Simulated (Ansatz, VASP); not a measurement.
Sb in VASP and in Ansatz

File INCAR:

```
SYSTEM = Sb
PREC     = Accurate       ! precision mode
ENCUT    = 520            ! plane-wave cutoff, eV
EDIFF    = 1E-8           ! SCF threshold, eV
ISMEAR   = -1             ! smearing method
SIGMA    = 0.05           ! smearing width, eV
LREAL    = .False.        ! projectors in reciprocal space
LASPH    = .True.         ! aspherical terms in the spheres
NELM     = 100            ! most SCF steps
ALGO     = Normal         ! electronic algorithm
ISIF     = 2              ! what is computed and relaxed
LWAVE    = .False.        ! write WAVECAR
LCHARG   = .False.        ! write CHGCAR
GGA      = PE             ! functional
LEFG     = .True.       
NBANDS   = 8              ! bands
```

Contents of KPOINTS:

```
Automatic mesh
0
Gamma
  13 13 13
  0 0 0
```

Contents of POSCAR:

```
Sb
1.0
    3.1387913073      0.0000000000      0.0000000000
    0.0000000000      3.1387913073      0.0000000000
    0.0000000000      0.0000000000      3.1387913073
Sb
1
Direct
    0.0000000000      0.0000000000      0.0000000000
```

Input for Ansatz:

```yaml
crystal:
  lattice:
    - [3.1387913073, 0.0, 0.0]
    - [0.0, 3.1387913073, 0.0]
    - [0.0, 0.0, 3.1387913073]
  atoms:
    - { symbol: Sb, position: [0.0, 0.0, 0.0] }
kpoints:
  mp_grid: { grid: [13, 13, 13] }
scf:
  occupations: { method: fermi_dirac, width: 0.05 }
hamiltonian:
  xc: pbe
  pseudopotentials: { kind: all_electron, datasets: crystal }
output:
  forces: true
  stress: true
  eigenvalues: true
  efg: { contact_densities: true }
```

Change from the starting cell: volume scaled by 0.98, crystal datasets.

Alike in both runs: task electric field gradients; functional PBE; k mesh 13 × 13 × 13; occupations fermi-dirac, width 0.05 eV; no spin polarisation.

|  | VASP | Ansatz |
| --- | --- | --- |
| version | VASP 6.6.1 | Ansatz 0.2.0 |
| potentials or method | VASP PAW PBE potentials, release 64 (Sb), cutoff 520 eV | all-electron PAW with datasets made for the crystal, scalar-relativistic |

|  | VASP | Ansatz | Ansatz less VASP |
| --- | --- | --- | --- |
| pressure (GPa) | -1.6 | -1.6 | +0.04 |

Ansatz ran all-electron here, and VASP with PAW potentials.

Spin-orbit coupling is off throughout.
